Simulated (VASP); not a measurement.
# Tl12H (a cell with a defect) in VASP: notebook

Tl12H (a cell with a defect) is run at these levels: PBEsol; tasks: single point.

Everything below comes from runs of VASP 6.6.1. Logs are shortened: lines on timing, memory, paths and dates and some standing lists are left out, and cuts for length are marked.

## Step 1: The cell of the first run

The cell holds a defect, 13 atoms: a = 6.926 Å, b = 10.389 Å, c = 5.539 Å, α = 90.00°, β = 90.00°, γ = 120.00°.

## Step 2: Single point, PBEsol

INCAR

```
PREC = Accurate ; ENCUT = 520
EDIFF = 1E-6 ; ISMEAR = -1
SIGMA = 0.05 ; LREAL = F
LASPH = T ; NELM = 60
ALGO = Normal ; ISIF = 2
LWAVE = F ; LCHARG = F
GGA = PS ; NBANDS = 90
```

KPOINTS

```
regular mesh
0
Gamma
  3 2 3
```

POSCAR

```
Tl12H
1.0
    6.9260000000      0.0000000000      0.0000000000
   -5.1945000000      8.9971380000      0.0000000000
    0.0000000000      0.0000000000      5.5390000000
Tl H
12 1
Direct
    0.1588233303      0.2318626212      0.2263585485
    0.3105675574      0.1127136207      0.7639285070
    0.1267524394      0.5220882463      0.2593247879
    0.2883054826      0.4282806377      0.7848889691
    0.1764156925      0.8719328302      0.2745802491
    0.3950671455      0.7806593608      0.7558584582
    0.6514371902      0.2291951063      0.2344285972
    0.7893523548      0.1112242582      0.7190648131
    0.6381089594      0.5504750511      0.2845098393
    0.8513316364      0.4602797023      0.7268821087
    0.7100445160      0.9124012547      0.1929409641
    0.9029908292      0.7883173516      0.7717819101
    0.6472532891      0.7283427241      1.6125293374
```

Potentials or basis: VASP PAW PBE potentials, release 64 (Tl_d, H).

The run is started by

```sh
$ cat potpaw_PBE.64/Tl_d/POTCAR potpaw_PBE.64/H/POTCAR > POTCAR
$ mpirun -np 1 vasp_std > vasp.out
```

OUTCAR:

```text
PREC = Accurate
   ENCUT = 520
   EDIFF = 1E-6
   ISMEAR = -1
   LREAL = F
   LASPH = T
   NELM = 60
   ISIF = 2
   GGA = PS

 ion  position               nearest neighbor table
   1  0.159  0.232  0.226-   4 3.02   3 3.14  11 3.22   2 3.24   9 3.33   7 3.43   7 3.50   8 3.52
                             4 3.57   2 3.58   8 3.58   5 3.81
   2  0.311  0.113  0.764-  12 3.13   1 3.24   7 3.31   8 3.33   4 3.36   5 3.48   7 3.58   5 3.58
                             1 3.58   8 3.61  10 3.69   6 3.78
   3  0.127  0.522  0.259-  10 3.09   1 3.14   7 3.18   4 3.19  10 3.39   9 3.41   4 3.43   5 3.48
                             9 3.54   6 3.64   6 3.67  11 4.06
   4  0.288  0.428  0.785-   1 3.02   3 3.19  10 3.22   6 3.36   2 3.36   8 3.40   3 3.43   9 3.47
                             9 3.48   1 3.57  10 3.76  12 4.02
   5  0.176  0.872  0.275-  12 3.21  12 3.23   6 3.43   3 3.48   2 3.48  11 3.49   7 3.53  11 3.53
                             9 3.55   2 3.58   6 3.59   1 3.81
   6  0.395  0.781  0.756-  13 2.22  11 3.08   8 3.15   4 3.36   5 3.43  12 3.45  12 3.48  10 3.57
                             5 3.59   3 3.64  11 3.66   3 3.67   2 3.78
   7  0.651  0.229  0.234-   3 3.18   8 3.28   2 3.31   9 3.40   8 3.43   1 3.43  10 3.43   1 3.50
                            10 3.50  11 3.52   5 3.53   2 3.58
   8  0.789  0.111  0.719-   6 3.15  11 3.21   7 3.28   2 3.33   4 3.40   7 3.43  10 3.43  11 3.45
                             1 3.52   1 3.58   2 3.61  12 3.82
   9  0.638  0.550  0.285-  10 3.23   1 3.33   7 3.40   3 3.41   4 3.47   4 3.48  12 3.50   3 3.54
                             5 3.55  11 3.57  12 3.61  10 3.74
  10  0.851  0.460  0.727-   3 3.09   4 3.22   9 3.23  12 3.25   3 3.39   8 3.43   7 3.43   7 3.50
                             6 3.57   2 3.69   9 3.74   4 3.76
  11  0.710  0.912  0.193-   6 3.08   8 3.21   1 3.22  12 3.26   8 3.45   5 3.49   7 3.52   5 3.53
                             9 3.57   6 3.66  12 3.93   3 4.06
  12  0.903  0.788  0.772-  13 1.79   2 3.13   5 3.21   5 3.23  10 3.25  11 3.26   6 3.45   6 3.48
                             9 3.50   9 3.61   8 3.82  11 3.93   4 4.02
  13  0.647  0.728  0.613-  12 1.79   6 2.22

  LATTYP: Found a simple monoclinic cell.
 ALAT       =     6.9260000000
 B/A-ratio  =     0.7997401097
 C/A-ratio  =     1.3228756669
 COS(beta)  =    -0.1889822349

  Lattice vectors:

 A1 = (   6.9260000000,   0.0000000000,   0.0000000000)
 A2 = (   0.0000000000,   0.0000000000,   5.5390000000)
 A3 = (  -1.7315000000,  -8.9971380000,   0.0000000000)

Analysis of symmetry for initial positions (statically):
=====================================================================
 Subroutine PRICEL returns:
 Original cell was already a primitive cell.

 Routine SETGRP: Setting up the symmetry group for a
 simple monoclinic supercell.
[... 162 lines left out ...]
   IALGO  =     38    algorithm
   IMIX   =      4    mixing-type and parameters
     AMIX     =   0.40;   BMIX     =  1.00
     AMIX_MAG =   1.60;   BMIX_MAG =  1.00
  volume/ion in A,a.u.               =      26.55       179.17
  Fermi-wavevector in a.u.,A,eV,Ry     =   1.259028  2.379217 21.567287  1.585151
  Thomas-Fermi vector in A             =   2.392608
   LORBIT       =      0    0 simple, 1 ext, 2 COOP (PROOUT), +10 PAW based schemes
   GGA     = PS    functional components
   LHFCALC =     F    Hartree Fock is set to
   AEXX    =    0.0000 exact exchange contribution
   IVDW    =     0    specifies the selected vdW correction
   LEPSILON=     F    determine dielectric tensor
   LRPA    =     F    only Hartree local field effects (RPA)
 non-spin polarized calculation
  energy-cutoff  :      520.00
  volume of cell :      345.16
 maximum number of plane-waves:      9344
 NGX is ok and might be reduce to    54
   NGX = 25   NGY = 39   NGZ = 21

 number of electron     157.0000011 magnetization

 Free energy of the ion-electron system (eV)
  ---------------------------------------------------
  ext. energy  EPLUGINS =         0.00000000
  ---------------------------------------------------
  free energy    TOTEN  =       -33.39194100 eV

  energy without entropy =      -33.33376374  energy(sigma->0) =      -33.36285237

 E-fermi :   6.2952     XC(G=0): -10.3632

 val. band max:        6.2769478037   @ k =  -0.3333   0.5000   0.3333
 cond. band min:       6.3066481534   @ k =   0.3333   0.5000   0.3333
 fundamental gap:      0.0297003497
 Fermi energy:         6.2951576399

 k-point     1 :       0.0000    0.0000    0.0000
  band No.  band energies     occupation
      1      -5.7136      2.00000
      2      -5.5855      2.00000
      3      -5.5641      2.00000
      4      -5.5046      2.00000
      5      -5.4929      2.00000
      6      -5.4732      2.00000
[... 919 lines left out ...]
     89       9.6752      0.00000
     90       9.8887      0.00000

------------------------ aborting loop because EDIFF is reached ----------------------------------------

  FORCE on cell =-STRESS in cart. coord.  units (eV):
  Direction    XX          YY          ZZ          XY          YZ          ZX
  --------------------------------------------------------------------------------------
  -------------------------------------------------------------------------------------
  Total        5.3644517      4.4102369      0.7323215      1.1553792      0.1745071      0.6976545
  in kB       24.9010515     20.4717168      3.3993361      5.3631125      0.8100383      3.2384167
  external PRESSURE =      16.2573681 kB  Pullay stress =       0.0000000 kB

 VOLUME and BASIS-vectors are now :
 -----------------------------------------------------------------------------
  energy-cutoff  :      520.00
  volume of cell :      345.16
      direct lattice vectors                 reciprocal lattice vectors
     6.926000000  0.000000000  0.000000000     0.144383483  0.083359842  0.000000000
    -5.194500000  8.997138000  0.000000000     0.000000000  0.111146456  0.000000000
     0.000000000  0.000000000  5.539000000     0.000000000  0.000000000  0.180538003

 POSITION                                       TOTAL-FORCE (eV/Angst)
 -----------------------------------------------------------------------------------
     -0.10440      2.08610      1.25380         0.217657     -0.563709      0.593101
      1.56550      1.01410      4.23140         0.069346      0.207682     -0.194981
     -1.83410      4.69730      1.43640        -0.010622      0.684448     -0.125710
     -0.22790      3.85330      4.34750         0.377974      0.223198     -0.533593
     -3.30740      7.84490      1.52090         0.189243      0.119774     -0.039629
     -1.31890      7.02370      4.18670        -0.443474     -0.310689     -0.227444
      3.32130      2.06210      1.29850        -0.281228     -0.326804      0.052948
      4.88930      1.00070      3.98290         0.138727      0.153253     -0.249781
      1.56010      4.95270      1.57590        -0.048216      0.091848     -0.226231
      3.50540      4.14120      4.02620        -0.328002     -0.043340      0.370528
      0.17830      8.20900      1.06870         0.025741      0.016674      0.578757
      2.15920      7.09260      4.27490         0.909451      0.130925      0.507435
      0.69950      6.55300      3.39280        -0.816595     -0.383261     -0.505400
 -----------------------------------------------------------------------------------
    total drift:                                0.000113      0.000167      0.000133

  FREE ENERGIE OF THE ION-ELECTRON SYSTEM (eV)
  ---------------------------------------------------
  free  energy   TOTEN  =       -33.3919410003 eV

  energy  without entropy=      -33.3337637396  energy(sigma->0) =      -33.36285237
```

OSZICAR:

```text
N       E                     dE             d eps       ncg     rms          rms(c)
DAV:   1     0.980826055566E+03    0.98083E+03   -0.83937E+04  1800   0.166E+03
DAV:   2     0.405213482793E+01   -0.97677E+03   -0.95559E+03  1900   0.380E+02
DAV:   3    -0.334942602996E+02   -0.37546E+02   -0.36670E+02  1970   0.564E+01
DAV:   4    -0.341382148810E+02   -0.64395E+00   -0.64206E+00  1936   0.602E+00
DAV:   5    -0.341466945161E+02   -0.84796E-02   -0.84771E-02  1976   0.822E-01    0.101E+01
DAV:   6    -0.334898008252E+02    0.65689E+00   -0.11542E+00  2032   0.421E+00    0.651E+00
DAV:   7    -0.334028920989E+02    0.86909E-01   -0.86545E-01  1928   0.308E+00    0.210E+00
DAV:   8    -0.333921134762E+02    0.10779E-01   -0.15229E-01  1918   0.132E+00    0.226E-01
DAV:   9    -0.333919214481E+02    0.19203E-03   -0.84924E-03  1912   0.283E-01    0.898E-02
DAV:  10    -0.333919394720E+02   -0.18024E-04   -0.68385E-04  1964   0.910E-02    0.323E-02
DAV:  11    -0.333919402614E+02   -0.78939E-06   -0.53049E-05  1928   0.296E-02    0.164E-02
DAV:  12    -0.333919410003E+02   -0.73897E-06   -0.75740E-06  1872   0.173E-02
   1 F= -.33391941E+02 E0= -.33362852E+02  d E =-.581773E-01
```

Wall time 2.8 min (1 thread of Intel Xeon 6975P-C (Granite Rapids), shared host); peak memory 0.56 GiB.

What came out:

| Item | Value |
| --- | --- |
| Free energy | -33.3919 eV |
| Pressure | 1.6 GPa |
| Largest force | 1.050 eV/Å |
| Band gap on the k mesh | zero (an odd number of electrons rules out a gap without spin polarisation) |

Forces on the atoms (eV/Å):
```
Tl   0.218 -0.564  0.593
Tl   0.069  0.208 -0.195
Tl  -0.011  0.684 -0.126
Tl   0.378  0.223 -0.534
Tl   0.189  0.120 -0.040
Tl  -0.443 -0.311 -0.227
Tl  -0.281 -0.327  0.053
Tl   0.139  0.153 -0.250
Tl  -0.048  0.092 -0.226
Tl  -0.328 -0.043  0.371
Tl   0.026  0.017  0.579
Tl   0.909  0.131  0.507
H   -0.817 -0.383 -0.505
```

Stress tensor (GPa, compression positive):
```
2.49 0.54 0.32
0.54 2.05 0.08
0.32 0.08 0.34
```

Levels at points of the mesh, in eV from the Fermi level:
| k point | band 76 | band 77 | band 78 | band 79 | band 80 | band 81 |
| --- | --- | --- | --- | --- | --- | --- |
| (0.00, 0.00, 0.00) | -0.64 | -0.56 | -0.43 | -0.27 | 0.05 | 0.48 |
| (0.00, 0.50, 0.00) | -0.78 | -0.73 | -0.37 | 0.42 | 0.51 | 0.73 |

Caveat: the k points lie up to 0.38 Å⁻¹ apart, too coarse for converged energies and pressures of a metal; the PAW data sets were made with another functional, which shifts forces and pressure a little; spin-orbit coupling is left out, which moves the levels of the heavy elements.

## Step 3: Single point, PBEsol

INCAR

```
PREC = Accurate
ENCUT = 520
EDIFF = 1E-7
ISMEAR = -1
SIGMA = 0.05
LREAL = False
LASPH = True
NELM = 100
ALGO = Normal
ISIF = 2
LWAVE = False
LCHARG = False
GGA = PS
NBANDS = 90
```

KPOINTS

```
Automatic mesh
0
Gamma
  3 2 3
```

POSCAR

```
Tl12H
1.0
    6.9260000000      0.0000000000      0.0000000000
   -5.1945000000      8.9971380000      0.0000000000
    0.0000000000      0.0000000000      5.5390000000
Tl H
12 1
Direct
    0.1471468901      0.2023754665      0.2696154541
    0.3013293885      0.1199937136      0.7557862430
    0.1019864427      0.5354813942      0.2836252031
    0.2894820848      0.4270580267      0.7329120780
    0.1932216292      0.8643859859      0.2909911536
    0.3978818615      0.7652766913      0.7263043871
    0.6162614822      0.2211814468      0.2254378047
    0.7724475833      0.1187933318      0.6755371006
    0.6402108044      0.5604004296      0.3108322802
    0.8424760895      0.4695715460      0.7392670157
    0.7524143817      0.9313739547      0.2161039899
    0.9449843527      0.7835713979      0.7706625745
    0.5066702650      0.7220518347      1.1007402058
```

Potentials or basis: VASP PAW PBE potentials, release 64 (Tl_d, H).

The run is started by

```sh
$ cat potpaw_PBE.64/Tl_d/POTCAR potpaw_PBE.64/H/POTCAR > POTCAR
$ mpirun -np 1 vasp_std > vasp.out
```

It took 3.1 min on 1 thread of Intel Xeon 6975P-C (Granite Rapids), shared host; peak memory 0.56 GiB.

Results (log left out):

```
Free energy            : -32.9498 eV
Pressure               : 2.1 GPa
Largest force          : 1.347 eV/Å
Band gap on the k mesh : zero (an odd number of electrons rules out a gap without spin polarisation)
```

Forces on the atoms (eV/Å):
```
Tl   0.359  1.155 -0.366
Tl   0.061  0.051  0.088
Tl   0.595 -0.155 -0.879
Tl   0.015 -0.080  0.592
Tl  -0.008  0.475 -0.565
Tl   0.375  0.122  0.329
Tl   0.185  0.082 -0.237
Tl   0.066 -0.090  0.697
Tl  -0.348  0.290 -0.676
Tl  -0.056 -0.841  0.901
Tl  -0.454 -1.214 -0.366
Tl  -0.739  0.108  0.409
H   -0.051  0.098  0.074
```

Stress tensor (GPa, compression positive):
```
 2.36  0.39 -0.25
 0.39  3.10  0.12
-0.25  0.12  0.93
```

Levels at points of the mesh, in eV from the Fermi level:
| k point | band 75 | band 76 | band 77 | band 78 | band 79 | band 80 | band 81 | band 82 |
| --- | --- | --- | --- | --- | --- | --- | --- | --- |
| (0.00, 0.00, 0.00) | -1.08 | -0.76 | -0.54 | -0.39 | -0.33 | -0.21 | 0.49 | 0.54 |
| (0.00, 0.50, 0.00) | -1.19 | -1.02 | -0.70 | -0.40 | 0.25 | 0.31 | 0.46 | 0.70 |

Caveat: the k points lie up to 0.38 Å⁻¹ apart, too coarse for converged energies and pressures of a metal; the PAW data sets were made with another functional, which shifts forces and pressure a little; spin-orbit coupling is left out, which moves the levels of the heavy elements.

The gap in the log of VASP goes by the Fermi energy; the results here count the filled bands.